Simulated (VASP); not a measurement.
# HgTe (I-4m2) in VASP: a series of runs

HgTe is run at these levels: PBEsol, LDA; tasks: single point.

Program: VASP 6.6.1. These are calculated values, not measurements. Logs are shortened: lines on timing, memory, paths and dates and some standing lists are left out, and cuts for length are marked.

### Step 1. The cell of the first run

It takes space group I-4m2 (No. 119, tetragonal). Conventional cell: a = 6.091 Å, b = 6.091 Å, c = 3.119 Å, α = 90.00°, β = 90.00°, γ = 90.00°. Within 4.1 Å of Hg (site symmetry -4m2) lie 2 Hg at 3.12 Å and 8 Te at 3.14 to 3.84 Å. Te (site symmetry -4m2) has 2 Te at 3.12 Å and 8 Hg at 3.14 to 3.84 Å within 4.1 Å.

### Step 2. Single point, PBEsol

File INCAR:

```
SYSTEM = HgTe
ALGO = Normal
EDIFF = 1E-7
ENCUT = 520
GGA = PS
ISIF = 2
ISMEAR = -1
LASPH = .TRUE.
LCHARG = .FALSE.
LREAL = .FALSE.
LWAVE = .FALSE.
NBANDS = 16
NELM = 100
PREC = Accurate
SIGMA = 0.05
```

File KPOINTS:

```
k-points
0
G
  8 8 8
  0 0 0
```

File POSCAR:

```
HgTe
1.0
   -3.0456030000      3.0456030000      1.5594100000
    3.0456030000     -3.0456030000      1.5594100000
    3.0456030000      3.0456030000     -1.5594100000
Hg Te
1 1
Direct
    0.7500000000      0.2500000000      0.5000000000
    0.0000000000      0.0000000000      0.0000000000
```

Potentials or basis: VASP PAW PBE potentials, release 64 (Hg, Te).

Launch:

```
cat potpaw_PBE.64/Hg/POTCAR potpaw_PBE.64/Te/POTCAR > POTCAR
mpirun -np 1 vasp_std > vasp.out
```

OUTCAR:

```text
SYSTEM = HgTe
   EDIFF = 1E-7
   ENCUT = 520
   GGA = PS
   ISIF = 2
   ISMEAR = -1
   LASPH = .TRUE.
   LREAL = .FALSE.
   NELM = 100
   PREC = Accurate

 ion  position               nearest neighbor table
   1  0.750  0.250  0.500-   2 3.14   2 3.14   2 3.14   2 3.14
   2  0.000  0.000  0.000-   1 3.14   1 3.14   1 3.14   1 3.14

  LATTYP: Found a body centered tetragonal cell.
 ALAT       =     6.0912060000
 C/A-ratio  =     0.5120201156

  Lattice vectors:

 A1 = (  -3.0456030000,   3.0456030000,   1.5594100000)
 A2 = (   3.0456030000,  -3.0456030000,   1.5594100000)
 A3 = (   3.0456030000,   3.0456030000,  -1.5594100000)

Analysis of symmetry for initial positions (statically):
=====================================================================
 Subroutine PRICEL returns:
 Original cell was already a primitive cell.

 Routine SETGRP: Setting up the symmetry group for a
 body centered tetragonal supercell.

 Subroutine GETGRP returns: Found  8 space group operations
 (whereof  8 operations were pure point group operations)
 out of a pool of 16 trial point group operations.

The static configuration has the point symmetry D_2d.

Analysis of symmetry for dynamics (positions and initial velocities):
=====================================================================
 Subroutine PRICEL returns:
 Original cell was already a primitive cell.

 Routine SETGRP: Setting up the symmetry group for a
 body centered tetragonal supercell.

 Subroutine GETGRP returns: Found  8 space group operations
 (whereof  8 operations were pure point group operations)
 out of a pool of 16 trial point group operations.

The dynamic configuration has the point symmetry D_2d.

 Subroutine INISYM returns: Found  8 space group operations
 (whereof  8 operations are pure point group operations),
 and found     1 'primitive' translations

----------------------------------------------------------------------------------------

                                     Primitive cell

  volume of cell :      57.8585

  direct lattice vectors                    reciprocal lattice vectors
    -3.045603000  3.045603000  1.559410000     0.000000000  0.164171102  0.320634086
     3.045603000 -3.045603000  1.559410000     0.164171102  0.000000000  0.320634086
     3.045603000  3.045603000 -1.559410000     0.164171102  0.164171102  0.000000000

  length of vectors
     4.580737366  4.580737366  4.580737366     0.360219888  0.360219888  0.232172999

  position of ions in fractional coordinates (direct lattice)
     0.750000000  0.250000000  0.500000000
     0.000000000  0.000000000  0.000000000

  ion indices of the primitive-cell ions
   primitive index   ion index
[... 77 lines left out ...]
   NSW    =      0    number of steps for IOM
   IBRION =     -1    ionic relax: 0-MD 1-quasi-New 2-CG
   NFREE  =      0    steps in history (QN), initial steepest desc. (CG)
   ISIF   =      2    stress and relaxation
   ISYM   =      2    0-nonsym 1-usesym 2-fastsym
   POTIM  = 0.5000    time-step for ionic-motion
   TEBEG  =    0.0;   TEEND  =   0.0 temperature during run
   PSTRESS=    0.0 pullay stress
   NELECT =      18.0000    total number of electrons
   NUPDOWN=      -1.0000    fix difference up-down
   EMIN   =  10.00;   EMAX   =-10.00  energy-range for DOS
   EFERMI =   0.00;   METHOD = LEGACY
   ISMEAR =    -1;   SIGMA  =   0.05  broadening in eV -4-tet -1-fermi 0-gaus
   EFERMI_NEDOS =   21; number of points for ismear=-14 and -15
   IALGO  =     38    algorithm
   IMIX   =      4    mixing-type and parameters
     AMIX     =   0.40;   BMIX     =  1.00
     AMIX_MAG =   1.60;   BMIX_MAG =  1.00
  volume/ion in A,a.u.               =      28.93       195.22
  Fermi-wavevector in a.u.,A,eV,Ry     =   1.109286  2.096246 16.742166  1.230515
  Thomas-Fermi vector in A             =   2.245823
   LORBIT       =      0    0 simple, 1 ext, 2 COOP (PROOUT), +10 PAW based schemes
   GGA     = PS    functional components
   LHFCALC =     F    Hartree Fock is set to
   AEXX    =    0.0000 exact exchange contribution
   IVDW    =     0    specifies the selected vdW correction
   LEPSILON=     F    determine dielectric tensor
   LRPA    =     F    only Hartree local field effects (RPA)
 non-spin polarized calculation
  energy-cutoff  :      520.00
  volume of cell :       57.86
 maximum number of plane-waves:      1578
 NGX is ok and might be reduce to    36
   NGX = 17   NGY = 17   NGZ = 17

 number of electron      18.0000002 magnetization

 Free energy of the ion-electron system (eV)
  ---------------------------------------------------
  ext. energy  EPLUGINS =         0.00000000
  ---------------------------------------------------
  free energy    TOTEN  =        -4.12823947 eV

  energy without entropy =       -4.12334390  energy(sigma->0) =       -4.12579169

 E-fermi :   4.2973     XC(G=0):  -9.9932

 val. band max:        4.2967198098   @ k =  -0.2500   0.5000   0.1250
 cond. band min:       4.3156230934   @ k =   0.2500   0.0000   0.0000
 fundamental gap:      0.0189032836
 Fermi energy:         4.2973435864

 k-point     1 :       0.0000    0.0000    0.0000
  band No.  band energies     occupation
      1      -8.2207      2.00000
      2      -3.0966      2.00000
      3      -2.3961      2.00000
      4      -2.3172      2.00000
      5      -1.8791      2.00000
      6      -1.8791      2.00000
[... 433 lines left out ...]
      3      -2.4898      2.00000
      4      -2.2715      2.00000
      5      -2.1284      2.00000
      6      -1.8850      2.00000
[... 8 lines left out ...]
     15      12.8436      0.00000
     16      13.7774      0.00000

 [... further k-points ...]

------------------------ aborting loop because EDIFF is reached ----------------------------------------

  FORCE on cell =-STRESS in cart. coord.  units (eV):
  Direction    XX          YY          ZZ          XY          YZ          ZX
  --------------------------------------------------------------------------------------
  -------------------------------------------------------------------------------------
  Total       -1.4219071     -1.4219071     -1.0620547      0.0000000      0.0000000      0.0000000
  in kB      -39.3744870    -39.3744870    -29.4096987      0.0000000      0.0000000      0.0000000
  external PRESSURE =     -36.0528909 kB  Pullay stress =       0.0000000 kB

 VOLUME and BASIS-vectors are now :
 -----------------------------------------------------------------------------
  energy-cutoff  :      520.00
  volume of cell :       57.86
      direct lattice vectors                 reciprocal lattice vectors
    -3.045603000  3.045603000  1.559410000     0.000000000  0.164171102  0.320634086
     3.045603000 -3.045603000  1.559410000     0.164171102  0.000000000  0.320634086
     3.045603000  3.045603000 -1.559410000     0.164171102  0.164171102  0.000000000

 POSITION                                       TOTAL-FORCE (eV/Angst)
 -----------------------------------------------------------------------------------
      0.00000      3.04560      0.77970        -0.000000     -0.000000     -0.000000
      0.00000      0.00000      0.00000         0.000000      0.000000      0.000000
 -----------------------------------------------------------------------------------
    total drift:                               -0.000000      0.000000     -0.000000

  FREE ENERGIE OF THE ION-ELECTRON SYSTEM (eV)
  ---------------------------------------------------
  free  energy   TOTEN  =        -4.1282394744 eV

  energy  without entropy=       -4.1233438983  energy(sigma->0) =       -4.12579169
```

OSZICAR:

```text
N       E                     dE             d eps       ncg     rms          rms(c)
DAV:   1     0.990089509521E+02    0.99009E+02   -0.78301E+03  1888   0.971E+02
DAV:   2    -0.131973629542E+01   -0.10033E+03   -0.92839E+02  2224   0.230E+02
DAV:   3    -0.426474624876E+01   -0.29450E+01   -0.29380E+01  2368   0.395E+01
DAV:   4    -0.427774446288E+01   -0.12998E-01   -0.12997E-01  2376   0.284E+00
DAV:   5    -0.427789936156E+01   -0.15490E-03   -0.15490E-03  2424   0.315E-01    0.707E+00
DAV:   6    -0.413556669268E+01    0.14233E+00   -0.28320E-01  2200   0.682E+00    0.500E+00
DAV:   7    -0.412925530018E+01    0.63114E-02   -0.43306E-02  2272   0.152E+00    0.171E+00
DAV:   8    -0.412826460250E+01    0.99070E-03   -0.55810E-03  2104   0.860E-01    0.188E-01
DAV:   9    -0.412822658743E+01    0.38015E-04   -0.31197E-04  2536   0.169E-01    0.645E-02
DAV:  10    -0.412823549938E+01   -0.89119E-05   -0.25178E-05  2120   0.389E-02    0.353E-02
DAV:  11    -0.412823948956E+01   -0.39902E-05   -0.48748E-06  2408   0.157E-02    0.487E-03
DAV:  12    -0.412823947435E+01    0.15208E-07   -0.41691E-07  2144   0.535E-03
   1 F= -.41282395E+01 E0= -.41257917E+01  d E =-.489558E-02
```

stdout:

```text
POSCAR found type information on POSCAR HgTe
 POSCAR found :  2 types and       2 ions
 scaLAPACK will be used
 -----------------------------------------------------------------------------
|                                                                             |
|                                                                             |
|     You enforced a specific xc type in the INCAR file but a different       |
|     I HOPE YOU KNOW WHAT YOU ARE DOING!                                     |
|                                                                             |
 -----------------------------------------------------------------------------

 LDA part: xc-table for (Slater+PW92), standard interpolation
 POSCAR, INCAR and KPOINTS ok, starting setup
 FFT: planning ... GRIDC
 FFT: planning ... GRID_SOFT
 FFT: planning ... GRID
 WAVECAR not read
 entering main loop
```

Run time: 69 s. Hardware: 1 thread of Intel Xeon Platinum 8375C at 2.90GHz (Ice Lake), shared host; peak memory 0.23 GiB.

Results:

* Free energy: -4.1282 eV
* Pressure: -3.6 GPa
* Band gap on the k mesh: zero (band 9 reaches 5.74 eV, above the bottom of band 10 at 2.76 eV)

Stress tensor (GPa, compression positive):
```
-3.94  0.00  0.00
 0.00 -3.94  0.00
 0.00  0.00 -2.94
```

Caveat: the PAW data sets were made with another functional, which shifts forces and pressure a little; spin-orbit coupling is left out, which moves the levels of the heavy elements.

### Step 3. Single point, LDA

File INCAR:

```
ALGO = Normal
EDIFF = 1E-6
ENCUT = 520
GGA = CA
ISIF = 2
ISMEAR = 0
LASPH = True
LCHARG = False
LREAL = False
LWAVE = False
NBANDS = 16
NELM = 80
PREC = Accurate
SIGMA = 0.1
```

File KPOINTS:

```
k-points
0
Gamma
  10 10 10
```

POSCAR is that of step 2.

Potentials or basis: VASP PAW LDA potentials, release 64 (Hg, Te).

Launch:

```
cat potpaw_LDA.64/Hg/POTCAR potpaw_LDA.64/Te/POTCAR > POTCAR
mpirun -np 1 vasp_std > vasp.out
```

It took 30 s on 1 thread of Intel Xeon 6975P-C (Granite Rapids), shared host; peak memory 0.24 GiB.

It converged, with:

- Free energy: -4.6812 eV
- Pressure: -4.7 GPa
- Band gap on the k mesh: zero (band 9 reaches 5.69 eV, above the bottom of band 10 at 2.32 eV)

Stress tensor (GPa, compression positive):
```
-6.06  0.00  0.00
 0.00 -6.06  0.00
 0.00  0.00 -1.92
```

Levels at points of the mesh, in eV from the Fermi level:
| k point | band 6 | band 7 | band 8 | band 9 | band 10 | band 11 | band 12 | band 13 |
| --- | --- | --- | --- | --- | --- | --- | --- | --- |
| (0.00, 0.00, 0.00) | -6.16 | -3.48 | -2.36 | -2.36 | 3.50 | 4.66 | 6.87 | 6.87 |
| (0.50, 0.00, 0.00) | -6.15 | -4.45 | -1.89 | -1.03 | -0.14 | 3.19 | 3.84 | 5.88 |
| (0.50, 0.50, 0.00) | -6.11 | -6.05 | -0.82 | 1.51 | 1.96 | 2.88 | 3.46 | 8.84 |
| (0.50, 0.50, 0.50) | -6.11 | -4.39 | -4.26 | -4.26 | 3.18 | 7.35 | 7.99 | 7.99 |

Caveat: spin-orbit coupling is left out, which moves the levels of the heavy elements.
